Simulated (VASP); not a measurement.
A run of VASP 6.6.1 is set up as follows.

INCAR

```
SYSTEM = Zr
PREC = Accurate ; ENCUT = 520
EDIFF = 1E-7 ; ISMEAR = 1
SIGMA = 0.1 ; LREAL = .FALSE.
LASPH = .TRUE. ; NELM = 150
ALGO = Normal ; ISIF = 2
LWAVE = .FALSE. ; LCHARG = .FALSE.
MAGMOM = 0 0 0 ; LORBIT = 11
LSORBIT = .TRUE. ; GGA_COMPAT = .FALSE.
LORBMOM = .TRUE. ; LMAXMIX = 4
GGA = RE ; IVDW = 13
NBANDS = 23
```

File KPOINTS:

```
Automatic mesh
0
G
  10 10 10
  0 0 0
```

Contents of POSCAR:

```
Zr
1.0
    0.0000000000      2.2846744556      2.2846744556
    2.2846744556      0.0000000000      2.2846744556
    2.2846744556      2.2846744556      0.0000000000
Zr
1
Direct
    0.0000000000      0.0000000000      0.0000000000
```

Potentials or basis: VASP PAW PBE potentials, release 64 (Zr_sv).

The run is started by

```console
$ cat potpaw_PBE.64/Zr_sv/POTCAR > POTCAR
$ mpirun -np 1 vasp_ncl > vasp.out
```

Task: Estimate the dispersion energy per atom.

Result: -0.272 eV.

Task: Predict the net moment.

Result: 0.00 μB per cell.

Task: What does it give for the pressure?

Result: -2.5 GPa.

Moments on the atoms (μB; x, y, z):
```
Zr  0.00 0.00 0.00
```

Caveat: the PAW data sets were made with another functional, which shifts forces and pressure a little.
